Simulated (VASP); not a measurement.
Set up this calculation in VASP 6.6.1, as the native input.

```yaml
Task: relaxation of cell and atoms
Functional: LDA
Potentials_or_basis: VASP PAW LDA potentials, release 64 (Cu, I)
Cutoff: 600 eV
k_mesh: 13 × 13 × 13
Occupations: fermi-dirac, width 0.08 eV
Spin: no spin polarisation
Target_pressure: -0.65 GPa
Dipole_correction: no
Further_INCAR_settings: ALGO = Normal; EDIFF = 1e-07; IBRION = 2; EDIFFG = -0.005; NSW = 32; ISIF = 3
```

The structure of CuI (CsCl type) lies in POSCAR:

```
CuI
1.0
    3.5026350166      0.0000000000      0.0000000000
    0.0000000000      3.5026350166      0.0000000000
    0.0000000000      0.0000000000      3.5026350166
Cu I
1 1
Direct
    0.0000000000      0.0000000000      0.0000000000
    0.5000000000      0.5000000000      0.5000000000
```

One way to write it, as run:

INCAR

```
SYSTEM = CuI
PREC = Accurate
ENCUT = 600
EDIFF = 1E-7
ISMEAR = -1
SIGMA = 0.08
LREAL = .False.
LASPH = .True.
NELM = 60
ALGO = Normal
ISIF = 3
LWAVE = .False.
LCHARG = .False.
GGA = CA
IBRION = 2
NSW = 32
EDIFFG = -0.005
PSTRESS = -6.5
```

KPOINTS

```
regular mesh
0
Gamma
  13 13 13
  0 0 0
```

Potentials or basis: VASP PAW LDA potentials, release 64 (Cu, I).

The run is started by

```sh
$ cat potpaw_LDA.64/Cu/POTCAR potpaw_LDA.64/I/POTCAR > POTCAR
$ mpirun -np 1 vasp_std > vasp.out
```

It gave:

* Relaxed volume: 21.55 Å³/atom
* Relaxed cell: a = 3.506 Å, b = 3.506 Å, c = 3.506 Å, α = 90.00°, β = 90.00°, γ = 90.00°
* Space group after relaxing (to 0.1 Å): Pm-3m (No. 221)
* Energy change on relaxing (the run minimises the enthalpy): +0.2 meV/atom
* Ionic steps: 3
* Pressure after relaxing: -0.6 GPa
* Band gap on the k mesh: zero (bands 9 and 10 overlap by 0.59 eV)

Caveat: the cell is relaxed towards a set pressure, so the run minimises the enthalpy, not the energy; spin-orbit coupling is left out, which moves the levels of the heavy elements.

Wall time 2.2 min on 1 thread of Oxide Virtual Turin-like Processor (shared host), peak memory 0.16 GiB.
